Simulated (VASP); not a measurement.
Here is a VASP 6.6.1 calculation.

File INCAR:

```
  ALGO = Normal
  EDIFF = 1E-7
  ENCUT = 520
  GGA = PE
  ISIF = 2
  ISMEAR = -1
  ISPIN = 2
  LASPH = T
  LCHARG = F
  LMAXMIX = 4
  LORBIT = 11
  LREAL = F
  LWAVE = F
  MAGMOM = 2 0
  NBANDS = 21
  NELM = 150
  PREC = Accurate
  SIGMA = 0.1
```

The input KPOINTS:

```
k-points
0
Gamma
  12 12 6
```

POSCAR

```
Ni
1.0
    0.0000000000      1.7710500000      1.7710500000
    1.7710500000      0.0000000000      1.7710500000
    3.5421000000      3.5421000000      0.0000000000
Ni
2
Direct
    0.0000000000      0.0000000000      0.0000000000
    0.0000000000      0.0000000000      0.5000000000
```

Potentials or basis: VASP PAW PBE potentials, release 64 (Ni).

The run is started by

```bash
$ cat potpaw_PBE.64/Ni/POTCAR > POTCAR
$ mpirun -np 1 vasp_std > vasp.out
```

Task: Predict the pressure.

Result: -3.3 GPa.

Task: Estimate the site moments.

Result: Ni +0.65 μB.

Task: What does it give for the net moment?

Result: 1.28 μB per cell.

Caveat: the cell stands under tension.
